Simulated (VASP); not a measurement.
# Cu (P6_3/mmc) in VASP: single point with PBE

Aim: the single point of Cu with PBE.

Everything below comes from runs of VASP 6.6.1. Logs are shortened: lines on timing, memory, paths and dates and some standing lists are left out, and cuts for length are marked.

## 1. The cell of the first run

The structure is hexagonal, space group P6_3/mmc (No. 194). Conventional cell: a = 2.581 Å, b = 2.581 Å, c = 4.235 Å, α = 90.00°, β = 90.00°, γ = 120.00°. Within 3.4 Å of Cu (site symmetry -6m2) lie 12 Cu at 2.58 to 2.59 Å.

This isn't the form of Cu at room conditions, which is fcc.

## 2. Single point, PBE (12.22 Å³/atom)

Input file INCAR:

```
PREC     = Accurate       # precision mode
ENCUT    = 820            # plane-wave cutoff, eV
EDIFF    = 1E-6           # SCF threshold, eV
ISMEAR   = -1             # smearing method
SIGMA    = 0.15           # smearing width, eV
LREAL    = F              # projectors in reciprocal space
LASPH    = T              # aspherical terms in the spheres
NELM     = 120            # most SCF steps
ALGO     = Normal         # electronic algorithm
ISIF     = 2              # what is computed and relaxed
LWAVE    = F              # write WAVECAR
LCHARG   = F              # write CHGCAR
GGA      = PE             # functional
NBANDS   = 26             # bands
GGA_COMPAT= F
```

Input file KPOINTS:

```
Automatic mesh
0
Gamma
  18 18 10
```

Input file POSCAR:

```
Cu
1.0
    2.5811948298      0.0000000000      0.0000000000
   -1.2905974149      2.2353802947      0.0000000000
    0.0000000000      0.0000000000      4.2349745890
Cu
2
Direct
    0.3333333333      0.6666666667      0.2500000000
    0.6666666667      0.3333333333      0.7500000000
```

Potentials or basis: VASP PAW PBE potentials, release 64 (Cu_sv_GW).

Command:

```sh
cat potpaw_PBE.64/Cu_sv_GW/POTCAR > POTCAR
mpirun -np 1 vasp_std > vasp.out
```

OUTCAR:

```text
PREC = Accurate
   ENCUT = 820
   EDIFF = 1E-6
   ISMEAR = -1
   LREAL = F
   LASPH = T
   NELM = 120
   ISIF = 2
   GGA = PE

 ion  position               nearest neighbor table
   1  0.333  0.667  0.250-   2 2.59   2 2.59   2 2.59   2 2.59   2 2.59   2 2.59
   2  0.667  0.333  0.750-   1 2.59   1 2.59   1 2.59   1 2.59   1 2.59   1 2.59

  LATTYP: Found a hexagonal cell.
 ALAT       =     2.5811948298
 C/A-ratio  =     1.6407031891

  Lattice vectors:

 A1 = (   2.5811948298,   0.0000000000,   0.0000000000)
 A2 = (  -1.2905974149,   2.2353802947,   0.0000000000)
 A3 = (   0.0000000000,   0.0000000000,   4.2349745890)

Analysis of symmetry for initial positions (statically):
=====================================================================
 Subroutine PRICEL returns:
 Original cell was already a primitive cell.

 Routine SETGRP: Setting up the symmetry group for a
 hexagonal supercell.

 Subroutine GETGRP returns: Found 24 space group operations
 (whereof 12 operations were pure point group operations)
 out of a pool of 24 trial point group operations.

The static configuration has the point symmetry D_3d.
 The point group associated with its full space group is D_6h.

Analysis of symmetry for dynamics (positions and initial velocities):
=====================================================================
 Subroutine PRICEL returns:
 Original cell was already a primitive cell.

 Routine SETGRP: Setting up the symmetry group for a
 hexagonal supercell.

 Subroutine GETGRP returns: Found 24 space group operations
 (whereof 12 operations were pure point group operations)
 out of a pool of 24 trial point group operations.

The dynamic configuration has the point symmetry D_3d.
 The point group associated with its full space group is D_6h.

 Subroutine INISYM returns: Found 24 space group operations
 (whereof 12 operations are pure point group operations),
 and found     1 'primitive' translations

----------------------------------------------------------------------------------------

                                     Primitive cell

  volume of cell :      24.4356

  direct lattice vectors                    reciprocal lattice vectors
     2.581194830  0.000000000  0.000000000     0.387417481  0.223675587  0.000000000
    -1.290597415  2.235380295  0.000000000     0.000000000  0.447351174  0.000000000
     0.000000000  0.000000000  4.234974589     0.000000000  0.000000000  0.236128926

  length of vectors
     2.581194830  2.581194830  4.234974589     0.447351174  0.447351174  0.236128926

  position of ions in fractional coordinates (direct lattice)
     0.333333333  0.666666667  0.250000000
     0.666666667  0.333333333  0.750000000

  ion indices of the primitive-cell ions
   primitive index   ion index
                 1           1
                 2           2

----------------------------------------------------------------------------------------

 KPOINTS: Automatic mesh

Automatic generation of k-mesh.
 Grid dimensions read from file:
 generate k-points for:   18   18   10

 Generating k-lattice:

  Cartesian coordinates                     Fractional coordinates (reciprocal lattice)
     0.021523193  0.012426422  0.000000000     0.055555556 -0.000000000  0.000000000
     0.000000000  0.024852843  0.000000000     0.000000000  0.055555556  0.000000000
     0.000000000  0.000000000  0.023612893     0.000000000  0.000000000  0.100000000

  Length of vectors
     0.024852843  0.024852843  0.023612893

  Shift w.r.t. Gamma in fractional coordinates (k-lattice)
     0.000000000  0.000000000  0.000000000

 Subroutine IBZKPT returns following result:
 ===========================================

 Found    222 irreducible k-points:

 Following reciprocal coordinates:
            Coordinates               Weight
  0.000000  0.000000  0.000000      1.000000
  0.055556  0.000000  0.000000      6.000000
  0.111111  0.000000  0.000000      6.000000
  0.166667 -0.000000  0.000000      6.000000
  0.222222 -0.000000  0.000000      6.000000
  0.277778 -0.000000  0.000000      6.000000
[... 16 lines left out ...]
  0.333333  0.111111  0.000000     12.000000
  0.388889  0.111111  0.000000     12.000000
 [... further k-points ...]
   k-points           NKPTS =    222   k-points in BZ     NKDIM =    222   number of bands    NBANDS=     26
   number of dos      NEDOS =    301   number of ions     NIONS =      2
   total plane-waves  NPLWV =  23040
   dimension x,y,z NGX =    24 NGY =   24 NGZ =   40
   dimension x,y,z NGXF=    48 NGYF=   48 NGZF=   80
   ions per type =               2
   NGX,Y,Z   is equivalent  to a cutoff of  15.46, 15.46, 15.70 a.u.
   NGXF,Y,Z  is equivalent  to a cutoff of  30.92, 30.92, 31.40 a.u.
 SYSTEM =  unknown system
   PREC   = accura    normal or accurate (medium, high low for compatibility)
   ISTART =      0    job   : 0-new  1-cont  2-samecut
   ICHARG =      2    charge: 1-file 2-atom 10-const
   ISPIN  =      1    spin polarized calculation?
   LNONCOLLINEAR =      F non collinear calculations
   LSORBIT =      F    spin-orbit coupling
   LASPH  =      T    aspherical Exc in radial PAW
   ENCUT  =  820.0 eV  60.27 Ry    7.76 a.u.   6.03  6.03  9.89*2*pi/ulx,y,z
   NELM   =    120;   NELMIN=  2; NELMDL= -5     # of ELM steps
   EDIFF  = 0.1E-05   stopping-criterion for ELM
   LREAL  =      F    real-space projection
   EDIFFG = 0.1E-04   stopping-criterion for IOM
   NSW    =      0    number of steps for IOM
   IBRION =     -1    ionic relax: 0-MD 1-quasi-New 2-CG
   NFREE  =      0    steps in history (QN), initial steepest desc. (CG)
   ISIF   =      2    stress and relaxation
   ISYM   =      2    0-nonsym 1-usesym 2-fastsym
   POTIM  = 0.5000    time-step for ionic-motion
   TEBEG  =    0.0;   TEEND  =   0.0 temperature during run
   PSTRESS=    0.0 pullay stress
   NELECT =      38.0000    total number of electrons
   NUPDOWN=      -1.0000    fix difference up-down
   EMIN   =  10.00;   EMAX   =-10.00  energy-range for DOS
   EFERMI =   0.00;   METHOD = LEGACY
   ISMEAR =    -1;   SIGMA  =   0.15  broadening in eV -4-tet -1-fermi 0-gaus
   EFERMI_NEDOS =   21; number of points for ismear=-14 and -15
   IALGO  =     38    algorithm
   IMIX   =      4    mixing-type and parameters
     AMIX     =   0.40;   BMIX     =  1.00
     AMIX_MAG =   1.60;   BMIX_MAG =  1.00
  volume/ion in A,a.u.               =      12.22        82.45
  Fermi-wavevector in a.u.,A,eV,Ry     =   1.896684  3.584213 48.945747  3.597411
  Thomas-Fermi vector in A             =   2.936645
   LORBIT       =      0    0 simple, 1 ext, 2 COOP (PROOUT), +10 PAW based schemes
   GGA     = PE    functional components
   LHFCALC =     F    Hartree Fock is set to
   AEXX    =    0.0000 exact exchange contribution
   IVDW    =     0    specifies the selected vdW correction
   LEPSILON=     F    determine dielectric tensor
   LRPA    =     F    only Hartree local field effects (RPA)
 non-spin polarized calculation
  energy-cutoff  :      820.00
  volume of cell :       24.44
 maximum number of plane-waves:      1326
   NGX = 13   NGY = 13   NGZ = 19

 number of electron      37.9999996 magnetization

 Free energy of the ion-electron system (eV)
  ---------------------------------------------------
  ext. energy  EPLUGINS =         0.00000000
  ---------------------------------------------------
  free energy    TOTEN  =        -7.59594863 eV

  energy without entropy =       -7.54511992  energy(sigma->0) =       -7.57053427

 E-fermi :   7.1635     XC(G=0): -13.1443

 val. band max:        7.1585282964   @ k =   0.5000  -0.0000   0.1000
 cond. band min:       7.1652369180   @ k =   0.3333   0.0556   0.4000
 fundamental gap:      0.0067086216
 Fermi energy:         7.1634519505

 k-point     1 :       0.0000    0.0000    0.0000
  band No.  band energies     occupation
      1    -105.3284      2.00000
      2    -105.3166      2.00000
      3     -62.7409      2.00000
      4     -62.6649      2.00000
      5     -62.6649      2.00000
      6     -62.6515      2.00000
[... 18 lines left out ...]
     25      30.1587      0.00000
     26      30.2921      0.00000

 k-point     2 :       0.0556    0.0000    0.0000
  band No.  band energies     occupation
      1    -105.3281      2.00000
      2    -105.3166      2.00000
      3     -62.7400      2.00000
      4     -62.6673      2.00000
      5     -62.6657      2.00000
      6     -62.6538      2.00000
[... 18 lines left out ...]
     25      30.8438      0.00000
     26      31.1475      0.00000

 k-point     3 :       0.1111    0.0000    0.0000
  band No.  band energies     occupation
      1    -105.3272      2.00000
      2    -105.3162      2.00000
      3     -62.7374      2.00000
      4     -62.6738      2.00000
      5     -62.6678      2.00000
      6     -62.6603      2.00000
[... 18 lines left out ...]
     25      30.7577      0.00000
     26      31.5170      0.00000

 k-point     4 :       0.1667   -0.0000    0.0000
  band No.  band energies     occupation
      1    -105.3256      2.00000
      2    -105.3155      2.00000
      3     -62.7332      2.00000
      4     -62.6832      2.00000
      5     -62.6710      2.00000
      6     -62.6701      2.00000
[... 18 lines left out ...]
     25      28.4683      0.00000
     26      29.9248      0.00000

 k-point     5 :       0.2222   -0.0000    0.0000
  band No.  band energies     occupation
      1    -105.3237      2.00000
      2    -105.3146      2.00000
      3     -62.7278      2.00000
      4     -62.6949      2.00000
      5     -62.6818      2.00000
      6     -62.6744      2.00000
[... 18 lines left out ...]
     25      26.1043      0.00000
     26      27.8726      0.00000

 k-point     6 :       0.2778   -0.0000    0.0000
  band No.  band energies     occupation
      1    -105.3217      2.00000
      2    -105.3141      2.00000
      3     -62.7215      2.00000
      4     -62.7077      2.00000
      5     -62.6946      2.00000
      6     -62.6786      2.00000
[... 427 lines left out ...]
 k-point    21 :       0.2222    0.1111    0.0000
  band No.  band energies     occupation
      1    -105.3211      2.00000
      2    -105.3138      2.00000
      3     -62.7194      2.00000
      4     -62.7075      2.00000
      5     -62.6993      2.00000
      6     -62.6794      2.00000
[... 18 lines left out ...]
     25      24.7684      0.00000
     26      27.0208      0.00000

 k-point    22 :       0.2778    0.1111    0.0000
  band No.  band energies     occupation
      1    -105.3192      2.00000
      2    -105.3133      2.00000
      3     -62.7184      2.00000
      4     -62.7128      2.00000
      5     -62.7083      2.00000
      6     -62.6846      2.00000
[... 18 lines left out ...]
     25      22.5641      0.00000
     26      26.4386      0.00000

 k-point    23 :       0.3333    0.1111    0.0000
  band No.  band energies     occupation
      1    -105.3175      2.00000
      2    -105.3129      2.00000
      3     -62.7273      2.00000
      4     -62.7157      2.00000
      5     -62.7064      2.00000
      6     -62.6886      2.00000
[... 18 lines left out ...]
     25      20.5432      0.00000
     26      25.8949      0.00000

 k-point    24 :       0.3889    0.1111    0.0000
  band No.  band energies     occupation
      1    -105.3164      2.00000
      2    -105.3127      2.00000
      3     -62.7331      2.00000
      4     -62.7204      2.00000
      5     -62.7010      2.00000
      6     -62.6913      2.00000
[... 18 lines left out ...]
     25      18.8641      0.00000
     26      25.6850      0.00000

 [... further k-points ...]

------------------------ aborting loop because EDIFF is reached ----------------------------------------

  FORCE on cell =-STRESS in cart. coord.  units (eV):
  Direction    XX          YY          ZZ          XY          YZ          ZX
  --------------------------------------------------------------------------------------
  -------------------------------------------------------------------------------------
  Total       -0.6579648     -0.6579648     -0.6518648      0.0000000      0.0000000      0.0000000
  in kB      -43.1410035    -43.1410035    -42.7410405      0.0000000      0.0000000      0.0000000
  external PRESSURE =     -43.0076825 kB  Pullay stress =       0.0000000 kB

 VOLUME and BASIS-vectors are now :
 -----------------------------------------------------------------------------
  energy-cutoff  :      820.00
  volume of cell :       24.44
      direct lattice vectors                 reciprocal lattice vectors
     2.581194830  0.000000000  0.000000000     0.387417481  0.223675587  0.000000000
    -1.290597415  2.235380295  0.000000000     0.000000000  0.447351174  0.000000000
     0.000000000  0.000000000  4.234974589     0.000000000  0.000000000  0.236128926

 POSITION                                       TOTAL-FORCE (eV/Angst)
 -----------------------------------------------------------------------------------
     -0.00000      1.49025      1.05874        -0.000000      0.000000      0.000000
      1.29060      0.74513      3.17623         0.000000     -0.000000      0.000000
 -----------------------------------------------------------------------------------
    total drift:                               -0.000000      0.000000     -0.000000

  FREE ENERGIE OF THE ION-ELECTRON SYSTEM (eV)
  ---------------------------------------------------
  free  energy   TOTEN  =        -7.5959486269 eV

  energy  without entropy=       -7.5451199171  energy(sigma->0) =       -7.57053427
```

It took 2.7 min on 1 thread of Intel Xeon Platinum 8375C at 2.90GHz (Ice Lake), shared host; peak memory 0.38 GiB.

What came out:

```
Free energy            : -7.5959 eV
Pressure               : -4.3 GPa
Band gap on the k mesh : zero (bands 19 and 20 overlap by 5.84 eV)
```

Levels at points of the mesh, in eV from the Fermi level:
```csv
k point,band 17,band 18,band 19,band 20,band 21,band 22
"(0.00, 0.00, 0.00)",-2.35,-1.65,-1.65,-0.98,3.53,21.14
"(0.50, 0.00, 0.00)",-1.52,-1.46,0.03,1.51,7.57,7.85
"(0.00, 0.00, 0.50)",-1.86,-1.86,-1.86,-1.86,12.03,12.03
"(0.50, 0.00, 0.50)",-1.50,-1.50,0.51,0.51,4.66,4.66
```

Caveat: the cell stands under tension.
